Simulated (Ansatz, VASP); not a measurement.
**One calculation of Al3Cu2, two programs**

```xyz
5
Lattice="4.0608 0.0000 0.0000 -2.0304 3.5168 0.0000 0.0000 0.0000 4.9400" Properties=species:S:1:pos:R:3 pbc="T T T"
Al    0.0000    0.0000    0.0000
Al    0.0000    2.3445    1.7328
Al    2.0304    1.1723    3.2072
Cu    0.0000    2.3445    4.1540
Cu    2.0304    1.1723    0.7859
```

Change from the starting cell: equal strain along all axes, cell held, atoms relaxed: -1.0 %.

Alike in both runs: functional r2SCAN; k mesh 12 × 12 × 8; occupations gaussian, width 0.1 eV; no spin polarisation.

Ansatz relaxed the structure, and its values are those at the end. VASP's run is a single point on that final structure, the one shown.

|  | VASP | Ansatz |
| --- | --- | --- |
| version | VASP 6.6.1 | Ansatz 0.2.0 |
| potentials or method | VASP PAW PBE potentials, release 64 (Al, Cu), cutoff 520 eV | scalar-relativistic, plane waves, PAW |
| valence electrons in the cell | 31 | 47 |

|  | VASP | Ansatz | Ansatz less VASP |
| --- | --- | --- | --- |
| gap on the k mesh at the Fermi level (eV) | none | none | - |
| pressure (GPa) | 3.5 | 3.8 | +0.33 |
| rms of the force components (eV/Å) | 0.004 | 0.000 | -0.0040 |

VASP's potentials were made for PBE, not for r2SCAN. A gap of «none» marks a metal or a gap that the smearing closes. The functional is the same, so the differences come from potentials, cutoffs and numerics. VASP's potentials hold 31 valence electrons a cell and Ansatz's 47, so a difference there can come from the potentials and not from the codes. Ansatz's warnings: stress scf threshold loose.
